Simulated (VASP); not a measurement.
# K (Fd-3m) in VASP: a series of runs

Runs on K. Level: LDA. Tasks: single point.

All numbers are computed with VASP 6.6.1; they aren't measurements. Logs are shortened: lines on timing, memory, paths and dates and some standing lists are left out, and cuts for length are marked.

## 1. The cell of the first run

The structure is cubic, space group Fd-3m (No. 227). Conventional cell: a = 6.999 Å, b = 6.999 Å, c = 6.999 Å, α = 90.00°, β = 90.00°, γ = 90.00°. Within 4.0 Å of K (site symmetry -43m) lie 4 K at 3.03 Å.

This isn't the form of K at room conditions, which is bcc.

## 2. Single point, LDA (42.85 Å³/atom)

Contents of POSCAR:

```
K
1.0
    0.0000000000      3.4993585424      3.4993585424
    3.4993585424      0.0000000000      3.4993585424
    3.4993585424      3.4993585424      0.0000000000
K
2
Direct
   -0.1250000000     -0.1250000000     -0.1250000000
    0.1250000000      0.1250000000      0.1250000000
```

Contents of INCAR.step1:

```
  PREC = Accurate
  ENCUT = 520
  EDIFF = 1E-6
  ISMEAR = -1
  SIGMA = 0.08
  LREAL = False
  LASPH = True
  NELM = 100
  ALGO = Normal
  ISIF = 2
  LWAVE = False
  LCHARG = True
  GGA = CA
  NBANDS = 16
```

Contents of KPOINTS.step1:

```
Automatic mesh
0
Gamma
  9 9 9
```

Contents of INCAR.step2:

```
  PREC = Accurate
  ENCUT = 520
  EDIFF = 1E-6
  ISMEAR = -5
  SIGMA = 0.08
  LREAL = False
  LASPH = True
  NELM = 100
  ALGO = Normal
  ISIF = 2
  LWAVE = False
  LCHARG = False
  GGA = CA
  LORBIT = 11
  NBANDS = 16
  NEDOS = 2001
  ICHARG = 11
```

Contents of KPOINTS.step2:

```
Automatic mesh
0
Gamma
  14 14 14
```

Potentials or basis: VASP PAW LDA potentials, release 64 (K_sv).

Started as:

```bash
> cat potpaw_LDA.64/K_sv/POTCAR > POTCAR
> cp INCAR.step1 INCAR
> cp KPOINTS.step1 KPOINTS
> mpirun -np 1 vasp_std > vasp.out
> cp INCAR.step2 INCAR
> cp KPOINTS.step2 KPOINTS
> mpirun -np 1 vasp_std > vasp.out
```

OUTCAR:

```text
PREC = Accurate
   ENCUT = 520
   EDIFF = 1E-6
   ISMEAR = -5
   LREAL = False
   LASPH = True
   NELM = 100
   ISIF = 2
   GGA = CA
   LORBIT = 11
   ICHARG = 11

 ion  position               nearest neighbor table
   1  0.875  0.875  0.875-   2 3.03   2 3.03   2 3.03   2 3.03
   2  0.125  0.125  0.125-   1 3.03   1 3.03   1 3.03   1 3.03

  LATTYP: Found a face centered cubic cell.
 ALAT       =     6.9987170848

  Lattice vectors:

 A1 = (   0.0000000000,   3.4993585424,   3.4993585424)
 A2 = (   3.4993585424,   0.0000000000,   3.4993585424)
 A3 = (   3.4993585424,   3.4993585424,   0.0000000000)

Analysis of symmetry for initial positions (statically):
=====================================================================
 Subroutine PRICEL returns:
 Original cell was already a primitive cell.

 Routine SETGRP: Setting up the symmetry group for a
 face centered cubic supercell.

 Subroutine GETGRP returns: Found 48 space group operations
 (whereof 12 operations were pure point group operations)
 out of a pool of 48 trial point group operations.

The static configuration has the point symmetry D_3d.
 The point group associated with its full space group is O_h .

Analysis of symmetry for dynamics (positions and initial velocities):
=====================================================================
 Subroutine PRICEL returns:
 Original cell was already a primitive cell.

 Routine SETGRP: Setting up the symmetry group for a
 face centered cubic supercell.

 Subroutine GETGRP returns: Found 48 space group operations
 (whereof 12 operations were pure point group operations)
 out of a pool of 48 trial point group operations.

The dynamic configuration has the point symmetry D_3d.
 The point group associated with its full space group is O_h .

 Subroutine INISYM returns: Found 48 space group operations
 (whereof 12 operations are pure point group operations),
 and found     1 'primitive' translations

----------------------------------------------------------------------------------------

                                     Primitive cell

  volume of cell :      85.7029

  direct lattice vectors                    reciprocal lattice vectors
     0.000000000  3.499358542  3.499358542    -0.142883330  0.142883330  0.142883330
     3.499358542  0.000000000  3.499358542     0.142883330 -0.142883330  0.142883330
     3.499358542  3.499358542  0.000000000     0.142883330  0.142883330 -0.142883330

  length of vectors
     4.948840310  4.948840310  4.948840310     0.247481186  0.247481186  0.247481186

  position of ions in fractional coordinates (direct lattice)
     0.875000000  0.875000000  0.875000000
     0.125000000  0.125000000  0.125000000

  ion indices of the primitive-cell ions
   primitive index   ion index
                 1           1
                 2           2

----------------------------------------------------------------------------------------

 KPOINTS: Automatic mesh

Automatic generation of k-mesh.
 Grid dimensions read from file:
 generate k-points for:   14   14   14

 Generating k-lattice:

  Cartesian coordinates                     Fractional coordinates (reciprocal lattice)
    -0.010205952  0.010205952  0.010205952     0.071428571  0.000000000  0.000000000
     0.010205952 -0.010205952  0.010205952     0.000000000  0.071428571  0.000000000
     0.010205952  0.010205952 -0.010205952     0.000000000  0.000000000  0.071428571

  Length of vectors
     0.017677228  0.017677228  0.017677228

  Shift w.r.t. Gamma in fractional coordinates (k-lattice)
     0.000000000  0.000000000  0.000000000

 TETIRR: Found    389 inequivalent tetrahedra from    16464

 Subroutine IBZKPT returns following result:
 ===========================================

 Found    104 irreducible k-points:

 Following reciprocal coordinates:
            Coordinates               Weight
  0.000000  0.000000  0.000000      1.000000
  0.071429  0.000000  0.000000      8.000000
  0.142857  0.000000  0.000000      8.000000
  0.214286  0.000000  0.000000      8.000000
  0.285714  0.000000  0.000000      8.000000
  0.357143  0.000000  0.000000      8.000000
[... 16 lines left out ...]
  0.214286  0.142857  0.000000     24.000000
  0.285714  0.142857  0.000000     24.000000
 [... further k-points ...]
   k-points           NKPTS =    104   k-points in BZ     NKDIM =    104   number of bands    NBANDS=     16
   number of dos      NEDOS =   2001   number of ions     NIONS =      2
   total plane-waves  NPLWV =  64000
   dimension x,y,z NGX =    40 NGY =   40 NGZ =   40
   dimension x,y,z NGXF=    80 NGYF=   80 NGZF=   80
   ions per type =               2
   NGX,Y,Z   is equivalent  to a cutoff of  13.44, 13.44, 13.44 a.u.
   NGXF,Y,Z  is equivalent  to a cutoff of  26.87, 26.87, 26.87 a.u.
 SYSTEM =  unknown system
   PREC   = accura    normal or accurate (medium, high low for compatibility)
   ISTART =      0    job   : 0-new  1-cont  2-samecut
   ICHARG =     11    charge: 1-file 2-atom 10-const
   ISPIN  =      1    spin polarized calculation?
   LNONCOLLINEAR =      F non collinear calculations
   LSORBIT =      F    spin-orbit coupling
   LASPH  =      T    aspherical Exc in radial PAW
   ENCUT  =  520.0 eV  38.22 Ry    6.18 a.u.   9.20  9.20  9.20*2*pi/ulx,y,z
   NELM   =    100;   NELMIN=  2; NELMDL=  0     # of ELM steps
   EDIFF  = 0.1E-05   stopping-criterion for ELM
   LREAL  =      F    real-space projection
   EDIFFG = 0.1E-04   stopping-criterion for IOM
   NSW    =      0    number of steps for IOM
   IBRION =     -1    ionic relax: 0-MD 1-quasi-New 2-CG
   NFREE  =      0    steps in history (QN), initial steepest desc. (CG)
   ISIF   =      2    stress and relaxation
   ISYM   =      2    0-nonsym 1-usesym 2-fastsym
   POTIM  = 0.5000    time-step for ionic-motion
   TEBEG  =    0.0;   TEEND  =   0.0 temperature during run
   PSTRESS=    0.0 pullay stress
   NELECT =      18.0000    total number of electrons
   NUPDOWN=      -1.0000    fix difference up-down
   EMIN   =  10.00;   EMAX   =-10.00  energy-range for DOS
   EFERMI =   0.00;   METHOD = LEGACY
   ISMEAR =    -5;   SIGMA  =   0.08  broadening in eV -4-tet -1-fermi 0-gaus
   EFERMI_NEDOS =   21; number of points for ismear=-14 and -15
   IALGO  =     38    algorithm
   IMIX   =      4    mixing-type and parameters
     AMIX     =   0.40;   BMIX     =  1.00
     AMIX_MAG =   1.60;   BMIX_MAG =  1.00
  volume/ion in A,a.u.               =      42.85       289.18
  Fermi-wavevector in a.u.,A,eV,Ry     =   0.973122  1.838934 12.884257  0.946966
  Thomas-Fermi vector in A             =   2.103476
   LORBIT       =     11    0 simple, 1 ext, 2 COOP (PROOUT), +10 PAW based schemes
   GGA     = CA    functional components
   LHFCALC =     F    Hartree Fock is set to
   AEXX    =    0.0000 exact exchange contribution
   IVDW    =     0    specifies the selected vdW correction
   LEPSILON=     F    determine dielectric tensor
   LRPA    =     F    only Hartree local field effects (RPA)
 non-spin polarized calculation
 Fermi weights with tetrahedron method with Bloechl corrections
  energy-cutoff  :      520.00
  volume of cell :       85.70
 maximum number of plane-waves:      2332
 NGX is ok and might be reduce to    40

 number of electron      17.9999999 magnetization

 Free energy of the ion-electron system (eV)
  ---------------------------------------------------
  ext. energy  EPLUGINS =         0.00000000
  ---------------------------------------------------
  free energy    TOTEN  =        -0.93225597 eV

  energy without entropy =       -0.93225597  energy(sigma->0) =       -0.93225597

 E-fermi :   1.2098     XC(G=0):  -7.4348

 val. band max:        1.2353791898   @ k =  -0.2857   0.4286   0.2143
 cond. band min:       1.1981901119   @ k =   0.5000   0.5000   0.0000
 fundamental gap:     -0.0371890779
 Fermi energy:         1.2098082342

 k-point     1 :       0.0000    0.0000    0.0000
  band No.  band energies     occupation
      1     -31.5722      2.00000
      2     -31.1371      2.00000
      3     -15.4544      2.00000
      4     -15.4544      2.00000
      5     -15.4544      2.00000
      6     -14.7668      2.00000
[... 8 lines left out ...]
     15       5.0693      0.00000
     16       5.0693      0.00000

 k-point     2 :       0.0714    0.0000    0.0000
  band No.  band energies     occupation
      1     -31.5682      2.00000
      2     -31.1413      2.00000
      3     -15.4600      2.00000
      4     -15.4600      2.00000
      5     -15.4566      2.00000
      6     -14.7665      2.00000
[... 8 lines left out ...]
     15       4.9037      0.00000
     16       5.0616      0.00000

 k-point     3 :       0.1429    0.0000    0.0000
  band No.  band energies     occupation
      1     -31.5566      2.00000
      2     -31.1535      2.00000
      3     -15.4753      2.00000
      4     -15.4753      2.00000
      5     -15.4632      2.00000
      6     -14.7650      2.00000
[... 8 lines left out ...]
     15       4.5459      0.00000
     16       5.0515      0.00000

 k-point     4 :       0.2143    0.0000    0.0000
  band No.  band energies     occupation
      1     -31.5384      2.00000
      2     -31.1724      2.00000
      3     -15.4963      2.00000
      4     -15.4963      2.00000
      5     -15.4736      2.00000
      6     -14.7618      2.00000
[... 8 lines left out ...]
     15       4.6972      0.00000
     16       5.1233      0.00000
[... 324 lines left out ...]
 k-point    22 :       0.1429    0.1429    0.0000
  band No.  band energies     occupation
      1     -31.5511      2.00000
      2     -31.1592      2.00000
      3     -15.5007      2.00000
      4     -15.5007      2.00000
      5     -15.4228      2.00000
      6     -14.8081      2.00000
[... 8 lines left out ...]
     15       4.5240      0.00000
     16       4.9689      0.00000

 k-point    23 :       0.2143    0.1429    0.0000
  band No.  band energies     occupation
      1     -31.5373      2.00000
      2     -31.1736      2.00000
      3     -15.5238      2.00000
      4     -15.5224      2.00000
      5     -15.4105      2.00000
      6     -14.8248      2.00000
[... 8 lines left out ...]
     15       4.7019      0.00000
     16       4.9460      0.00000

 k-point    24 :       0.2857    0.1429    0.0000
  band No.  band energies     occupation
      1     -31.5175      2.00000
      2     -31.1941      2.00000
      3     -15.5518      2.00000
      4     -15.5442      2.00000
      5     -15.4032      2.00000
      6     -14.8354      2.00000
[... 8 lines left out ...]
     15       4.8578      0.00000
     16       5.0661      0.00000

 [... further k-points ...]

------------------------ aborting loop because EDIFF is reached ----------------------------------------

  FORCE on cell =-STRESS in cart. coord.  units (eV):
  Direction    XX          YY          ZZ          XY          YZ          ZX
  --------------------------------------------------------------------------------------
  -------------------------------------------------------------------------------------
  Total        2.0184750      2.0184750      2.0184750     -0.0000000     -0.0000000      0.0000000
  in kB       37.7345032     37.7345032     37.7345032     -0.0000000     -0.0000000      0.0000000
  external PRESSURE =      37.7345032 kB  Pullay stress =       0.0000000 kB

 VOLUME and BASIS-vectors are now :
 -----------------------------------------------------------------------------
  energy-cutoff  :      520.00
  volume of cell :       85.70
      direct lattice vectors                 reciprocal lattice vectors
     0.000000000  3.499358542  3.499358542    -0.142883330  0.142883330  0.142883330
     3.499358542  0.000000000  3.499358542     0.142883330 -0.142883330  0.142883330
     3.499358542  3.499358542  0.000000000     0.142883330  0.142883330 -0.142883330

 POSITION                                       TOTAL-FORCE (eV/Angst)
 -----------------------------------------------------------------------------------
      6.12388      6.12388      6.12388        -0.000000     -0.000000      0.000000
      0.87484      0.87484      0.87484         0.000000      0.000000     -0.000000
 -----------------------------------------------------------------------------------
    total drift:                                0.000000      0.000000     -0.000000

  FREE ENERGIE OF THE ION-ELECTRON SYSTEM (eV)
  ---------------------------------------------------
  free  energy   TOTEN  =        -0.9322559686 eV

  energy  without entropy=       -0.9322559686  energy(sigma->0) =       -0.93225597

 total charge

# of ion       s       p       d       tot
------------------------------------------
    1        1.992   5.548   0.035   7.575
    2        1.992   5.548   0.035   7.575
--------------------------------------------------
tot          3.984  11.096   0.071  15.150
```

It took 3.2 min on 1 thread of Intel Xeon 8259CL, shared host; peak memory 0.25 GiB.

Results:

| Quantity | Value |
| --- | --- |
| Valence electrons inside the program's atomic spheres | K 7.58 |

Levels at points of the mesh, in eV from the Fermi level:
| k point | band 5 | band 6 | band 7 | band 8 | band 9 | band 10 | band 11 | band 12 | band 13 | band 14 |
| --- | --- | --- | --- | --- | --- | --- | --- | --- | --- | --- |
| (0.00, 0.00, 0.00) | -16.66 | -15.98 | -15.98 | -15.98 | -2.78 | 2.37 | 2.37 | 2.91 | 2.91 | 2.91 |
| (0.50, 0.00, 0.00) | -16.72 | -15.95 | -15.87 | -15.87 | -0.33 | -0.29 | 1.90 | 1.90 | 3.36 | 3.36 |
| (0.50, 0.50, 0.00) | -16.34 | -16.34 | -15.77 | -15.77 | -0.01 | -0.01 | 2.05 | 2.05 | 3.37 | 3.37 |

## 3. Single point, LDA (49.52 Å³/atom)

This run uses another cell than the first one, of 49.52 Å³/atom.

Contents of POSCAR:

```
K
1.0
    0.0000000000      3.6721356766      3.6721356766
    3.6721356766      0.0000000000      3.6721356766
    3.6721356766      3.6721356766      0.0000000000
K
2
Direct
   -0.1250000000     -0.1250000000     -0.1250000000
    0.1250000000      0.1250000000      0.1250000000
```

Contents of INCAR.step1:

```
PREC = Accurate
ENCUT = 520
EDIFF = 1E-7
ISMEAR = -1
SIGMA = 0.08
LREAL = F
LASPH = T
NELM = 60
ALGO = Normal
ISIF = 2
LWAVE = F
LCHARG = T
NBANDS = 16
```

KPOINTS.step1 is that of step 2.

Contents of INCAR.step2:

```
PREC = Accurate
ENCUT = 520
EDIFF = 1E-7
ISMEAR = -5
SIGMA = 0.08
LREAL = F
LASPH = T
NELM = 60
ALGO = Normal
ISIF = 2
LWAVE = F
LCHARG = F
LORBIT = 11
NEDOS = 1001
ICHARG = 11
```

KPOINTS.step2 is that of step 2.

Potentials or basis: VASP PAW LDA potentials, release 64 (K_sv).

Started as:

```bash
> cat potpaw_LDA.64/K_sv/POTCAR > POTCAR
> cp INCAR.step1 INCAR
> cp KPOINTS.step1 KPOINTS
> mpirun -np 1 vasp_std > vasp.out
> cp INCAR.step2 INCAR
> cp KPOINTS.step2 KPOINTS
> mpirun -np 1 vasp_std > vasp.out
```

It took 3.3 min on 1 thread of Intel Xeon 8259CL, shared host; peak memory 0.25 GiB.

The run converged. Its results:

```
Valence electrons inside the program's atomic spheres : K 7.56
```

Levels at points of the mesh, in eV from the Fermi level:
```csv
k point,band 5,band 6,band 7,band 8,band 9,band 10,band 11,band 12,band 13
"(0.00, 0.00, 0.00)",-16.52,-16.02,-16.02,-16.02,-2.69,2.43,2.43,2.78,2.78
"(0.50, 0.00, 0.00)",-16.56,-16.01,-15.95,-15.95,-0.52,-0.33,1.93,1.93,3.25
"(0.50, 0.50, 0.00)",-16.29,-16.29,-15.88,-15.88,0.02,0.02,1.70,1.70,3.14
```

## 4. Single point, LDA (64.75 Å³/atom)

This run uses another cell than the first one, of 64.75 Å³/atom.

Contents of POSCAR:

```
K
1.0
    0.0000000000      4.0156320208      4.0156320208
    4.0156320208      0.0000000000      4.0156320208
    4.0156320208      4.0156320208      0.0000000000
K
2
Direct
   -0.1250000000     -0.1250000000     -0.1250000000
    0.1250000000      0.1250000000      0.1250000000
```

Contents of INCAR.step1:

```
SYSTEM = K
  ALGO = Normal
  EDIFF = 1E-7
  ENCUT = 520
  ISIF = 2
  ISMEAR = -1
  LASPH = .True.
  LCHARG = .True.
  LREAL = .False.
  LWAVE = .False.
  NBANDS = 16
  NELM = 60
  PREC = Accurate
  SIGMA = 0.08
```

Contents of KPOINTS.step1:

```
k-points
0
Gamma
  9 9 9
  0 0 0
```

Contents of INCAR.step2:

```
SYSTEM = K
  ALGO = Normal
  EDIFF = 1E-7
  ENCUT = 520
  ICHARG = 11
  ISIF = 2
  ISMEAR = -5
  LASPH = .True.
  LCHARG = .False.
  LORBIT = 10
  LREAL = .False.
  LWAVE = .False.
  NEDOS = 2001
  NELM = 60
  PREC = Accurate
  SIGMA = 0.08
```

Contents of KPOINTS.step2:

```
k-points
0
Gamma
  14 14 14
  0 0 0
```

Started as:

```bash
> cat potpaw_LDA.64/K_sv/POTCAR > POTCAR
> cp INCAR.step1 INCAR
> cp KPOINTS.step1 KPOINTS
> mpirun -np 1 vasp_std > vasp.out
> cp INCAR.step2 INCAR
> cp KPOINTS.step2 KPOINTS
> mpirun -np 1 vasp_std > vasp.out
```

Wall time 5.1 min (1 thread of Intel Xeon 8259CL, shared host); peak memory 0.28 GiB.

The run converged. Its results:

```
Valence electrons inside the program's atomic spheres : K 7.54
```

Levels at points of the mesh, in eV from the Fermi level:
| k point | band 5 | band 6 | band 7 | band 8 | band 9 | band 10 | band 11 | band 12 | band 13 |
| --- | --- | --- | --- | --- | --- | --- | --- | --- | --- |
| (0.00, 0.00, 0.00) | -16.26 | -15.99 | -15.99 | -15.99 | -2.40 | 2.57 | 2.58 | 2.62 | 2.62 |
| (0.50, 0.00, 0.00) | -16.26 | -15.99 | -15.95 | -15.95 | -0.69 | -0.30 | 2.02 | 2.02 | 2.86 |
| (0.50, 0.50, 0.00) | -16.13 | -16.13 | -15.92 | -15.92 | 0.04 | 0.04 | 1.40 | 1.40 | 2.49 |
